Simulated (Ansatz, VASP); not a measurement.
**AlN in VASP and in Ansatz**

The input POSCAR:

```
AlN
1.0
    4.3679871192      0.0000000000      0.0000000000
    0.0000000000     -4.3679871192      0.0000000000
    0.0000000000      0.0000000000     -4.3679871192
Al N
4 4
Direct
    0.0489337149      0.5643159573      0.5140295186
    0.4055723400     -0.0419932389      0.5641176729
    0.4359011490      0.4506520209     -0.0761226535
    0.0876147509      0.0507162216     -0.0280941197
    0.6870121557      0.7021203906      0.8233737344
    0.2075466366      0.2645551349      0.7755111808
    0.3396004528      0.7496385689      0.1251732645
    0.7878188001      0.2599949446      0.3020114021
```

File INCAR.step1:

```
PREC     = Accurate       # precision mode
ENCUT    = 520            # plane-wave cutoff, eV
ISMEAR   = 0              # smearing method
SIGMA    = 0.05           # smearing width, eV
LREAL    = F              # projectors in reciprocal space
LASPH    = T              # aspherical terms in the spheres
NELM     = 60             # most SCF steps
NBANDS   = 26             # bands
GGA      = PE             # functional
ALGO     = Normal         # electronic algorithm
EDIFF    = 1E-4           # SCF threshold, eV
LWAVE    = T              # write WAVECAR
LCHARG   = F              # write CHGCAR
```

File INCAR.step2:

```
PREC     = Accurate       # precision mode
ENCUT    = 520            # plane-wave cutoff, eV
EDIFF    = 1E-7           # SCF threshold, eV
ISMEAR   = 0              # smearing method
SIGMA    = 0.05           # smearing width, eV
LREAL    = F              # projectors in reciprocal space
LASPH    = T              # aspherical terms in the spheres
NELM     = 60             # most SCF steps
ALGO     = Normal         # electronic algorithm
ISIF     = 2              # what is computed and relaxed
LWAVE    = F              # write WAVECAR
LCHARG   = F              # write CHGCAR
METAGGA  = R2SCAN         # meta-GGA
LMIXTAU  = T            
NBANDS   = 26             # bands
ISTART   = 1
```

File KPOINTS:

```
regular mesh
0
Gamma
  6 6 6
```

Input for Ansatz:

```yaml
crystal:
  lattice:
    - [4.3679871192, 0.0, 0.0]
    - [0.0, -4.3679871192, 0.0]
    - [0.0, 0.0, -4.3679871192]
  atoms:
    - { symbol: Al, position: [0.0489337149, 0.5643159573, 0.5140295186] }
    - { symbol: Al, position: [0.40557234, -0.0419932389, 0.5641176729] }
    - { symbol: Al, position: [0.435901149, 0.4506520209, -0.0761226535] }
    - { symbol: Al, position: [0.0876147509, 0.0507162216, -0.0280941197] }
    - { symbol: "N", position: [0.6870121557, 0.7021203906, 0.8233737344] }
    - { symbol: "N", position: [0.2075466366, 0.2645551349, 0.7755111808] }
    - { symbol: "N", position: [0.3396004528, 0.7496385689, 0.1251732645] }
    - { symbol: "N", position: [0.7878188001, 0.2599949446, 0.3020114021] }
basis:
  ecutwfc: 500
kpoints:
  mp_grid: { grid: [6, 6, 6] }
hamiltonian:
  xc: r2scan
scf:
  occupations: { method: gaussian, width: 0.05 }
output:
  forces: true
  stress: true
  eigenvalues: true
  write_density: true
  write_potential: true
  elf: true
  volumetric_format: npy
```

Change from the starting cell: all atoms moved at random (sigma 0.3 Å a component).

Alike in both runs: task single point; functional r2SCAN; k mesh 6 × 6 × 6; occupations gaussian, width 0.05 eV; no spin polarisation.

|  | VASP | Ansatz |
| --- | --- | --- |
| version | VASP 6.6.1 | Ansatz 0.2.0 |
| potentials or method | VASP PAW PBE potentials, release 64 (Al, N), cutoff 520 eV | scalar-relativistic, plane waves, PAW |
| valence electrons in the cell | 32 | 32 |

Ansatz gave:

| Property | Result |
| --- | --- |
| gap on the k mesh at the Fermi level (eV) | none |
| rms of the force components (eV/Å) | 9.510 |

Question: What did VASP give for the same quantities?

Answer: gap on the k mesh at the Fermi level (eV): none; rms of the force components (eV/Å): 9.506.

VASP's potentials were made for PBE, not for r2SCAN. Atom by atom the forces differ by 0.104 eV/Å (rms over components). A gap of «none» marks a metal or a gap that the smearing closes. With one functional, cell and mesh, what is left measures potentials, basis and numerics.
